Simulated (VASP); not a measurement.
# Os (P-1) in VASP: single point with PBEsol

Aim: the single point of Os with PBEsol.

Program: VASP 6.6.1. These are calculated values, not measurements. Logs are shortened: lines on timing, memory, paths and dates and some standing lists are left out, and cuts for length are marked.

## 1. The cell of the first run

The typed cell holds 2 atoms: a = 2.734 Å, b = 2.734 Å, c = 4.320 Å, α = 90.00°, β = 90.00°, γ = 120.00°.

## 2. Single point, PBEsol (atom 1 (Os) moved by (+0.300, -0.300) A along [1 1 0] and z)

The input, INCAR:

```
  ALGO = Fast
  EDIFF = 1E-7
  ENCUT = 520
  GGA = PS
  ISIF = 2
  ISMEAR = 0
  LASPH = T
  LCHARG = F
  LREAL = F
  LWAVE = F
  NBANDS = 15
  NELM = 80
  PREC = Accurate
  SIGMA = 0.15
```

The input, KPOINTS:

```
k-points
0
Gamma
  18 18 12
```

The input, POSCAR:

```
Os
1.0
    2.7340999755      0.0000000000      0.0000000000
   -1.3670499878      2.3678000353      0.0000000000
    0.0000000000      0.0000000000      4.3197000000
Os
2
Direct
    0.4557160276      0.7562570169      0.1805507327
    0.6666666667      0.3333333333      0.7500000000
```

Potentials or basis: VASP PAW PBE potentials, release 64 (Os).

Started as:

```
$ cat potpaw_PBE.64/Os/POTCAR > POTCAR
$ mpirun -np 1 vasp_std > vasp.out
```

OUTCAR:

```text
EDIFF = 1E-7
   ENCUT = 520
   GGA = PS
   ISIF = 2
   ISMEAR = 0
   LASPH = T
   LREAL = F
   NELM = 80
   PREC = Accurate

 ion  position               nearest neighbor table
   1  0.456  0.756  0.181-   2 2.32   2 2.41   2 2.64   2 2.82   2 2.90   2 3.09
   2  0.667  0.333  0.750-   1 2.32   1 2.41   1 2.64   1 2.82   1 2.90   1 3.09

  LATTYP: Found a hexagonal cell.
 ALAT       =     2.7340999755
 C/A-ratio  =     1.5799349105

  Lattice vectors:

 A1 = (   2.7340999755,   0.0000000000,   0.0000000000)
 A2 = (  -1.3670499878,   2.3678000353,   0.0000000000)
 A3 = (   0.0000000000,   0.0000000000,   4.3197000000)

Analysis of symmetry for initial positions (statically):
=====================================================================
 Subroutine PRICEL returns:
 Original cell was already a primitive cell.

 Routine SETGRP: Setting up the symmetry group for a
 hexagonal supercell.

 Subroutine GETGRP returns: Found  2 space group operations
 (whereof  1 operations were pure point group operations)
 out of a pool of 24 trial point group operations.

The static configuration has the point symmetry C_1 .
 The point group associated with its full space group is S_2 .

Analysis of symmetry for dynamics (positions and initial velocities):
=====================================================================
 Subroutine PRICEL returns:
 Original cell was already a primitive cell.

 Routine SETGRP: Setting up the symmetry group for a
 hexagonal supercell.

 Subroutine GETGRP returns: Found  2 space group operations
 (whereof  1 operations were pure point group operations)
 out of a pool of 24 trial point group operations.

The dynamic configuration has the point symmetry C_1 .
 The point group associated with its full space group is S_2 .

 Subroutine INISYM returns: Found  2 space group operations
 (whereof  1 operations are pure point group operations),
 and found     1 'primitive' translations

----------------------------------------------------------------------------------------

                                     Primitive cell

  volume of cell :      27.9649

  direct lattice vectors                    reciprocal lattice vectors
     2.734099975  0.000000000  0.000000000     0.365751073  0.211166481  0.000000000
    -1.367049988  2.367800035  0.000000000     0.000000000  0.422332961  0.000000000
     0.000000000  0.000000000  4.319700000     0.000000000  0.000000000  0.231497558

  length of vectors
     2.734099975  2.734099976  4.319700000     0.422332961  0.422332961  0.231497558

  position of ions in fractional coordinates (direct lattice)
     0.455716028  0.756257017  0.180550733
     0.666666667  0.333333333  0.750000000

  ion indices of the primitive-cell ions
   primitive index   ion index
                 1           1
                 2           2

----------------------------------------------------------------------------------------

 KPOINTS: k-points

Automatic generation of k-mesh.
 Grid dimensions read from file:
 generate k-points for:   18   18   12

 Generating k-lattice:

  Cartesian coordinates                     Fractional coordinates (reciprocal lattice)
     0.020319504  0.011731471  0.000000000     0.055555556  0.000000000  0.000000000
     0.000000000  0.023462942  0.000000000     0.000000000  0.055555556  0.000000000
     0.000000000  0.000000000  0.019291463     0.000000000  0.000000000  0.083333333

  Length of vectors
     0.023462942  0.023462942  0.019291463

  Shift w.r.t. Gamma in fractional coordinates (k-lattice)
     0.000000000  0.000000000  0.000000000

 Subroutine IBZKPT returns following result:
 ===========================================

 Found   1948 irreducible k-points:

 Following reciprocal coordinates:
            Coordinates               Weight
  0.000000  0.000000  0.000000      1.000000
  0.055556  0.000000  0.000000      2.000000
  0.000000  0.055556  0.000000      2.000000
 -0.055556  0.055556  0.000000      2.000000
  0.111111  0.000000  0.000000      2.000000
  0.000000  0.111111  0.000000      2.000000
[... 16 lines left out ...]
  0.444444  0.000000  0.000000      2.000000
  0.000000  0.444444  0.000000      2.000000
 [... further k-points ...]
   k-points           NKPTS =   1948   k-points in BZ     NKDIM =   1948   number of bands    NBANDS=     15
   number of dos      NEDOS =    301   number of ions     NIONS =      2
   total plane-waves  NPLWV =  12800
   dimension x,y,z NGX =    20 NGY =   20 NGZ =   32
   dimension x,y,z NGXF=    40 NGYF=   40 NGZF=   64
   ions per type =               2
   NGX,Y,Z   is equivalent  to a cutoff of  12.16, 12.16, 12.32 a.u.
   NGXF,Y,Z  is equivalent  to a cutoff of  24.32, 24.32, 24.63 a.u.
 SYSTEM =  unknown system
   PREC   = accura    normal or accurate (medium, high low for compatibility)
   ISTART =      0    job   : 0-new  1-cont  2-samecut
   ICHARG =      2    charge: 1-file 2-atom 10-const
   ISPIN  =      1    spin polarized calculation?
   LNONCOLLINEAR =      F non collinear calculations
   LSORBIT =      F    spin-orbit coupling
   LASPH  =      T    aspherical Exc in radial PAW
   ENCUT  =  520.0 eV  38.22 Ry    6.18 a.u.   5.08  5.08  8.03*2*pi/ulx,y,z
   NELM   =     80;   NELMIN=  2; NELMDL= -5     # of ELM steps
   EDIFF  = 0.1E-06   stopping-criterion for ELM
   LREAL  =      F    real-space projection
   EDIFFG = 0.1E-05   stopping-criterion for IOM
   NSW    =      0    number of steps for IOM
   IBRION =     -1    ionic relax: 0-MD 1-quasi-New 2-CG
   NFREE  =      0    steps in history (QN), initial steepest desc. (CG)
   ISIF   =      2    stress and relaxation
   ISYM   =      2    0-nonsym 1-usesym 2-fastsym
   POTIM  = 0.5000    time-step for ionic-motion
   TEBEG  =    0.0;   TEEND  =   0.0 temperature during run
   PSTRESS=    0.0 pullay stress
   NELECT =      16.0000    total number of electrons
   NUPDOWN=      -1.0000    fix difference up-down
   EMIN   =  10.00;   EMAX   =-10.00  energy-range for DOS
   EFERMI =   0.00;   METHOD = LEGACY
   ISMEAR =     0;   SIGMA  =   0.15  broadening in eV -4-tet -1-fermi 0-gaus
   EFERMI_NEDOS =   21; number of points for ismear=-14 and -15
   IALGO  =     68    algorithm
   IMIX   =      4    mixing-type and parameters
     AMIX     =   0.40;   BMIX     =  1.00
     AMIX_MAG =   1.60;   BMIX_MAG =  1.00
  volume/ion in A,a.u.               =      13.98        94.36
  Fermi-wavevector in a.u.,A,eV,Ry     =   1.359076  2.568282 25.131162  1.847088
  Thomas-Fermi vector in A             =   2.485855
   LORBIT       =      0    0 simple, 1 ext, 2 COOP (PROOUT), +10 PAW based schemes
   GGA     = PS    functional components
   LHFCALC =     F    Hartree Fock is set to
   AEXX    =    0.0000 exact exchange contribution
   IVDW    =     0    specifies the selected vdW correction
   LEPSILON=     F    determine dielectric tensor
   LRPA    =     F    only Hartree local field effects (RPA)
 non-spin polarized calculation
 RMM-DIIS sequential band-by-band and
 Gauss-broadening in eV      SIGMA  =   0.15
  energy-cutoff  :      520.00
  volume of cell :       27.96
 maximum number of plane-waves:       770
   NGX = 11   NGY = 11   NGZ = 17

 number of electron      16.0000000 magnetization

 Free energy of the ion-electron system (eV)
  ---------------------------------------------------
  ext. energy  EPLUGINS =         0.00000000
  ---------------------------------------------------
  free energy    TOTEN  =       -23.17316938 eV

  energy without entropy =      -23.15446271  energy(sigma->0) =      -23.16381605

 E-fermi :   9.5448     XC(G=0): -14.0818

 val. band max:        9.5444495412   @ k =   0.0000   0.5000   0.5000
 cond. band min:       9.5454066268   @ k =   0.2778   0.0000   0.2500
 fundamental gap:      0.0009570855
 Fermi energy:         9.5447828996

 k-point     1 :       0.0000    0.0000    0.0000
  band No.  band energies     occupation
      1      -1.6535      2.00000
      2       1.1634      2.00000
      3       5.2326      2.00000
      4       5.6425      2.00000
      5       5.8994      2.00000
      6       6.1725      2.00000
      7       7.3087      2.00000
      8       8.0624      2.00000
      9       9.4374      1.68850
     10       9.9802      0.00004
     11      10.1743      0.00000
     12      12.7198      0.00000
     13      17.2619      0.00000
     14      23.0019      0.00000
     15      26.0725      0.00000

 k-point     2 :       0.0556    0.0000    0.0000
  band No.  band energies     occupation
      1      -1.5277      2.00000
      2       1.2538      2.00000
      3       5.1239      2.00000
      4       5.7275      2.00000
      5       5.9050      2.00000
      6       6.1308      2.00000
      7       7.3640      2.00000
      8       8.1063      2.00000
      9       8.6339      2.00000
     10       9.6383      0.37815
     11      11.3729      0.00000
     12      12.7454      0.00000
     13      17.3086      0.00000
     14      23.2809      0.00000
     15      26.1950      0.00000

 k-point     3 :       0.0000    0.0556    0.0000
  band No.  band energies     occupation
      1      -1.5246      2.00000
      2       1.2869      2.00000
      3       5.1608      2.00000
      4       5.6086      2.00000
      5       5.8825      2.00000
      6       6.2222      2.00000
      7       7.3989      2.00000
      8       8.0013      2.00000
      9       9.1346      1.99989
     10       9.5888      0.67805
     11      10.4556      0.00000
     12      13.2523      0.00000
     13      17.3303      0.00000
     14      23.2284      0.00000
     15      26.3111      0.00000
[... 343 lines left out ...]
 k-point    23 :       0.4444    0.0000    0.0000
  band No.  band energies     occupation
      1       1.4248      2.00000
      2       1.6054      2.00000
      3       2.3128      2.00000
      4       4.9524      2.00000
      5       6.9794      2.00000
      6       7.7823      2.00000
      7       8.5893      2.00000
      8      10.9150      0.00000
      9      11.6806      0.00000
     10      12.1463      0.00000
     11      12.9120      0.00000
     12      16.5699      0.00000
     13      16.9306      0.00000
     14      20.1486      0.00000
     15      21.7066      0.00000

 k-point    24 :       0.0000    0.4444    0.0000
  band No.  band energies     occupation
      1       1.8095      2.00000
      2       2.5223      2.00000
      3       3.4248      2.00000
      4       5.6691      2.00000
      5       5.7943      2.00000
      6       6.2482      2.00000
      7       7.2696      2.00000
      8      10.6556      0.00000
      9      11.5481      0.00000
     10      12.0445      0.00000
     11      12.7947      0.00000
     12      16.1924      0.00000
     13      18.0069      0.00000
     14      20.1228      0.00000
     15      22.0857      0.00000

 [... further k-points ...]

------------------------ aborting loop because EDIFF is reached ----------------------------------------

  FORCE on cell =-STRESS in cart. coord.  units (eV):
  Direction    XX          YY          ZZ          XY          YZ          ZX
  --------------------------------------------------------------------------------------
  -------------------------------------------------------------------------------------
  Total        0.6705853      3.7561467      9.5387033     -1.4338246     -2.5425331     -1.8694559
  in kB       38.4194900    215.1989386    546.4959188    -82.1473618   -145.6680123   -107.1057553
  external PRESSURE =     266.7047825 kB  Pullay stress =       0.0000000 kB

 VOLUME and BASIS-vectors are now :
 -----------------------------------------------------------------------------
  energy-cutoff  :      520.00
  volume of cell :       27.96
      direct lattice vectors                 reciprocal lattice vectors
     2.734099975  0.000000000  0.000000000     0.365751073  0.211166481  0.000000000
    -1.367049988  2.367800035  0.000000000     0.000000000  0.422332961  0.000000000
     0.000000000  0.000000000  4.319700000     0.000000000  0.000000000  0.231497558

 POSITION                                       TOTAL-FORCE (eV/Angst)
 -----------------------------------------------------------------------------------
      0.21213      1.79067      0.77993        -2.189781     -2.164476      6.565275
      1.36705      0.78927      3.23977         2.189781      2.164476     -6.565275
 -----------------------------------------------------------------------------------
    total drift:                                0.000000      0.000001      0.000004

  FREE ENERGIE OF THE ION-ELECTRON SYSTEM (eV)
  ---------------------------------------------------
  free  energy   TOTEN  =       -23.1731693831 eV

  energy  without entropy=      -23.1544627108  energy(sigma->0) =      -23.16381605
```

It took 15 min on 1 thread of Oxide Virtual Turin-like, shared host; peak memory 0.71 GiB.

What came out:

```yaml
Free_energy: -23.1732 eV
Pressure: 26.7 GPa
Largest_force: 7.251 eV/Å
Band_gap_on_the_k_mesh: zero (bands 8 and 9 overlap by 3.21 eV)
```

Forces on the atoms (eV/Å):
```
Os  -2.190 -2.164  6.565
Os   2.190  2.164 -6.565
```

Stress tensor (GPa, compression positive):
```
  3.84  -8.21 -10.71
 -8.21  21.52 -14.57
-10.71 -14.57  54.65
```

Levels at points of the mesh, in eV from the Fermi level:
| k point | band 4 | band 5 | band 6 | band 7 | band 8 | band 9 | band 10 | band 11 | band 12 | band 13 |
| --- | --- | --- | --- | --- | --- | --- | --- | --- | --- | --- |
| (0.00, 0.00, 0.00) | -3.90 | -3.65 | -3.37 | -2.24 | -1.48 | -0.11 | 0.44 | 0.63 | 3.18 | 7.72 |
| (0.50, 0.00, 0.00) | -4.62 | -2.27 | -1.70 | -0.97 | 1.70 | 2.25 | 3.22 | 3.50 | 6.25 | 7.18 |
| (0.00, 0.50, 0.00) | -3.90 | -3.49 | -3.43 | -2.15 | 1.42 | 1.93 | 2.73 | 4.81 | 4.89 | 9.10 |
| (0.50, 0.50, 0.00) | -3.96 | -3.19 | -2.95 | -2.08 | 1.60 | 1.63 | 2.52 | 4.41 | 5.39 | 8.42 |
| (0.00, 0.00, 0.50) | -4.03 | -3.90 | -3.67 | -3.66 | -1.84 | -0.70 | 0.80 | 1.14 | 1.80 | 11.71 |
| (0.50, 0.00, 0.50) | -4.59 | -3.33 | -1.26 | -0.78 | 0.21 | 2.15 | 2.27 | 2.64 | 5.18 | 7.02 |
| (0.00, 0.50, 0.50) | -5.08 | -2.17 | 0.00 | 0.04 | 0.48 | 1.57 | 1.90 | 2.76 | 3.18 | 8.56 |
| (0.50, 0.50, 0.50) | -5.35 | -1.93 | -0.19 | -0.12 | 0.53 | 1.66 | 1.76 | 2.84 | 3.76 | 8.12 |

Caveat: the cell differs from its parent crystal (atom 1 (Os) moved by (+0.300, -0.300) A along [1 1 0] and z); the cell stands under pressure; the PAW data sets were made with another functional, which shifts forces and pressure a little; spin-orbit coupling is left out, which moves the levels of the heavy elements.
